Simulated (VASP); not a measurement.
# Y (P6_3/mmc) in VASP: further runs, part 2 of 2

VASP 6.6.1. The steps go on from the part before.

## 6. Relaxation of cell and atoms, PBEsol

File INCAR:

```
PREC     = Accurate       # precision mode
ENCUT    = 600            # plane-wave cutoff, eV
EDIFF    = 1E-7           # SCF threshold, eV
ISMEAR   = 0              # smearing method
SIGMA    = 0.1            # smearing width, eV
LREAL    = False          # projectors in reciprocal space
LASPH    = True           # aspherical terms in the spheres
NELM     = 80             # most SCF steps
ALGO     = Fast           # electronic algorithm
ISIF     = 3              # what is computed and relaxed
LWAVE    = False          # write WAVECAR
LCHARG   = False          # write CHGCAR
GGA      = PS             # functional
IBRION   = 2              # ionic algorithm
NSW      = 100            # ionic steps
EDIFFG   = -0.002         # ionic threshold
```

File KPOINTS:

```
Automatic mesh
0
Gamma
  15 15 8
```

File POSCAR:

```
Y
1.0
    3.6425693900      0.0000000000      0.0000000000
   -1.8212847000      3.1545576300      0.0000000000
    0.0000000000      0.0000000000      5.8791583500
Y
2
Direct
    0.3333333300      0.6666666700      0.2500000000
    0.6666666700      0.3333333300      0.7500000000
```

Potentials or basis: VASP PAW PBE potentials, release 64 (Y_sv).

Command:

```sh
> cat potpaw_PBE.64/Y_sv/POTCAR > POTCAR
> mpirun -np 1 vasp_std > vasp.out
```

OUTCAR:

```text
PREC = Accurate
   ENCUT = 600
   EDIFF = 1E-7
   ISMEAR = 0
   LREAL = False
   LASPH = True
   NELM = 80
   ISIF = 3
   GGA = PS
   IBRION = 2
   NSW = 100
   EDIFFG = -0.002

 ion  position               nearest neighbor table
   1  0.333  0.667  0.250-   2 3.61   2 3.61   2 3.61   2 3.61   2 3.61   2 3.61
   2  0.667  0.333  0.750-   1 3.61   1 3.61   1 3.61   1 3.61   1 3.61   1 3.61

  LATTYP: Found a hexagonal cell.
 ALAT       =     3.6425693900
 C/A-ratio  =     1.6140140984

  Lattice vectors:

 A1 = (   3.6425693900,   0.0000000000,   0.0000000000)
 A2 = (  -1.8212847000,   3.1545576300,   0.0000000000)
 A3 = (   0.0000000000,   0.0000000000,   5.8791583500)

Analysis of symmetry for initial positions (statically):
=====================================================================
 Subroutine PRICEL returns:
 Original cell was already a primitive cell.

 Routine SETGRP: Setting up the symmetry group for a
 hexagonal supercell.

 Subroutine GETGRP returns: Found 24 space group operations
 (whereof 12 operations were pure point group operations)
 out of a pool of 24 trial point group operations.

The static configuration has the point symmetry D_3d.
 The point group associated with its full space group is D_6h.

Analysis of symmetry for dynamics (positions and initial velocities):
[... 348 lines left out ...]
  ---------------------------------------------------
  ext. energy  EPLUGINS =         0.00000000
  ---------------------------------------------------
  free energy    TOTEN  =       -13.64978349 eV

  energy without entropy =      -13.63245185  energy(sigma->0) =      -13.64111767

 E-fermi :   3.1267     XC(G=0):  -9.7340

 val. band max:        3.1154751440   @ k =   0.4000   0.0667   0.2500
 cond. band min:       3.1376895794   @ k =   0.2000   0.0667   0.3750
 fundamental gap:      0.0222144354
 Fermi energy:         3.1266542380

 k-point     1 :       0.0000    0.0000    0.0000
  band No.  band energies     occupation
      1     -39.3432      2.00000
      2     -39.2469      2.00000
      3     -19.7166      2.00000
      4     -19.1485      2.00000
      5     -19.1485      2.00000
      6     -19.0368      2.00000
      7     -19.0368      2.00000
      8     -18.9884      2.00000
      9      -1.6477      2.00000
     10       1.1966      2.00000
     11       4.2712      0.00000
     12       4.8955      0.00000
     13       4.8955      0.00000
     14       5.3156      0.00000
[... 401 lines left out ...]
      2     -39.2397      2.00000
      3     -19.5424      2.00000
      4     -19.4173      2.00000
      5     -19.3649      2.00000
      6     -19.3598      2.00000
      7     -19.2187      2.00000
      8     -19.1968      2.00000
      9       1.9372      2.00000
     10       2.3077      2.00000
     11       2.3611      2.00000
     12       2.8122      1.99999
     13       4.2836      0.00000
     14       4.4748      0.00000
     15       5.4567      0.00000

 [... further k-points ...]

------------------------ aborting loop because EDIFF is reached ----------------------------------------

  FORCE on cell =-STRESS in cart. coord.  units (eV):
  Direction    XX          YY          ZZ          XY          YZ          ZX
  --------------------------------------------------------------------------------------
  -------------------------------------------------------------------------------------
  Total        0.0017670      0.0017670     -0.0033291     -0.0000000     -0.0000000      0.0000000
  in kB        0.0453468      0.0453468     -0.0854341     -0.0000000     -0.0000000      0.0000000
  external PRESSURE =       0.0017531 kB  Pullay stress =       0.0000000 kB
[... 17 lines left out ...]
  FREE ENERGIE OF THE ION-ELECTRON SYSTEM (eV)
  ---------------------------------------------------
  free  energy   TOTEN  =       -13.6497834861 eV

  energy  without entropy=      -13.6324518542  energy(sigma->0) =      -13.64111767

 reached required accuracy - stopping structural energy minimisation
```

OSZICAR:

```text
N       E                     dE             d eps       ncg     rms          rms(c)
DAV:   1     0.937265316969E+02    0.93727E+02   -0.12449E+04  4050   0.153E+03
DAV:   2    -0.640367557305E+01   -0.10013E+03   -0.99220E+02  5044   0.307E+02
DAV:   3    -0.139272186258E+02   -0.75235E+01   -0.74488E+01  7737   0.500E+01
[... 140 lines left out ...]
RMM:   2    -0.136497837966E+02    0.25138E-05   -0.37910E-06  4456   0.151E-02    0.752E-03
RMM:   3    -0.136497830180E+02    0.77862E-06   -0.55173E-06  4764   0.150E-02    0.533E-03
RMM:   4    -0.136497836633E+02   -0.64537E-06   -0.94079E-07  4184   0.693E-03    0.265E-03
RMM:   5    -0.136497834575E+02    0.20583E-06   -0.66177E-07  3249   0.440E-03    0.110E-03
RMM:   6    -0.136497834861E+02   -0.28643E-07   -0.19464E-07  2615   0.222E-03
  11 F= -.13649783E+02 E0= -.13641118E+02  d E =-.476524E-05
```

It took 12 min on 1 thread of Intel Xeon 6975P-C (Granite Rapids), shared host; peak memory 0.36 GiB.

What came out:

```yaml
Free_energy: -13.6498 eV
Relaxed_volume: 31.22 Å³/atom
Relaxed_cell: a = 3.595 Å, b = 3.595 Å, c = 5.578 Å, α = 90.00°, β = 90.00°, γ = 120.00°
Space_group_after_relaxing_to_0.1_Å: P6_3/mmc (No. 194)
Energy_gained_by_relaxing: 31.4 meV/atom
Ionic_steps: 11
Pressure_after_relaxing: 0.0 GPa
Band_gap_on_the_k_mesh: zero (bands 11 and 12 overlap by 1.59 eV)
```

The path:
| step | energy change (eV) | largest force (eV/Å) | pressure (GPa) | volume (Å³) |
| --- | --- | --- | --- | --- |
| 1 | 0.0000 | 0.0000 | -2.98 | 67.56 |
| 2 | -0.0590 | 0.0000 | 0.56 | 61.59 |
| 3 | -0.0596 | 0.0000 | 0.19 | 62.11 |
| 4 | -0.0621 | 0.0000 | 0.10 | 62.27 |
| 5 | -0.0627 | 0.0000 | 0.03 | 62.39 |
| 6 | -0.0627 | 0.0000 | 0.04 | 62.38 |
| 7 | -0.0627 | 0.0000 | 0.04 | 62.38 |
| 8 | -0.0627 | 0.0000 | -0.01 | 62.45 |
| 9 | -0.0627 | 0.0000 | 0.02 | 62.43 |
| 10 | -0.0627 | 0.0000 | -0.01 | 62.44 |
| 11 | -0.0627 | 0.0000 | 0.00 | 62.43 |

Final structure:
```
Y
1.0
     3.59488    0.00000    0.00000
    -1.79744    3.11325    0.00000
     0.00000    0.00000    5.57838
Y
2
Direct
  0.33333 0.66667 0.25000
  0.66667 0.33333 0.75000
```

Caveat: the PAW data sets were made with another functional, which shifts forces and pressure a little.

## 7. Summary

```csv
task,cell,k mesh,cutoff (eV),smearing,gap on the mesh (eV),pressure (GPa),relaxed volume (Å³/atom)
single point,"a = 3.643, b = 3.643, c = 5.879 Å, angles 90.0, 90.0, 120.0°, 2 atoms",6 × 6 × 4,520,gaussian 0.1 eV,none,-2.9,-
single point,"a = 3.599, b = 3.599, c = 5.582 Å, angles 90.0, 90.0, 120.0°, 2 atoms",15 × 15 × 8,520,gaussian 0.1 eV,none,-0.1,-
single point,"a = 3.592, b = 3.592, c = 5.632 Å, angles 90.0, 90.0, 120.0°, 2 atoms",15 × 15 × 8,520,fermi-dirac 0.15 eV,none,-0.1,-
relaxation of cell and atoms,"relaxed from a = 3.599, b = 3.599, c = 5.582 Å, angles 90.0, 90.0, 120.0°, 2 atoms",15 × 15 × 8,600,fermi-dirac 0.15 eV,none,0.0,31.37
relaxation of cell and atoms,"relaxed from a = 3.643, b = 3.643, c = 5.879 Å, angles 90.0, 90.0, 120.0°, 2 atoms",15 × 15 × 8,600,gaussian 0.1 eV,none,0.0,31.22
```

Alike in all rows: level PBEsol; potentials or basis VASP PAW PBE potentials, release 64 (Y_sv); no spin polarisation.

Caveats: the PAW data sets were made with another functional, which shifts forces and pressure a little.

Total energies depend on the potentials used, so only differences within one code and one set of settings carry meaning.

The gap in the log of VASP goes by the Fermi energy; the results here count the filled bands.